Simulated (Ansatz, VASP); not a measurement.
# One calculation of SrVO3, two programs

```
Sr V O
1.0
     3.84090    0.00000    0.00000
     0.00000    3.84090    0.00000
     0.00000    0.00000    3.84090
Sr V O
1 1 3
Cartesian
  1.9204 1.9204 1.9204
  0.0000 0.0000 0.0000
  0.0000 0.0000 1.9204
  0.0000 1.9204 0.0000
  1.9204 0.0000 0.0000
```

Alike in both runs: functional PBEsol; k mesh 7 × 7 × 7; occupations fermi-dirac, width 0.05 eV; collinear spin.

```csv
,VASP,Ansatz
version,VASP 6.6.1,Ansatz 0.2.0
potentials or method,"VASP PAW PBE potentials, release 64 (Sr_sv, V_sv, O)",Ansatz PAW
plane-wave cutoff (eV),520,420
valence electrons in the cell,41,41
task,single point,band structure
```

|  | VASP | Ansatz | Ansatz less VASP |
| --- | --- | --- | --- |
| gap on the k mesh at the Fermi level (eV) | none | none | - |
| pressure (GPa) | -4.0 | -4.7 | -0.79 |
| net moment per atom (μB) | 0.00 | 0.00 | 0.000 |

VASP's potentials were made for PBE, not for PBEsol. A gap of «none» marks a metal or a gap that the smearing closes.
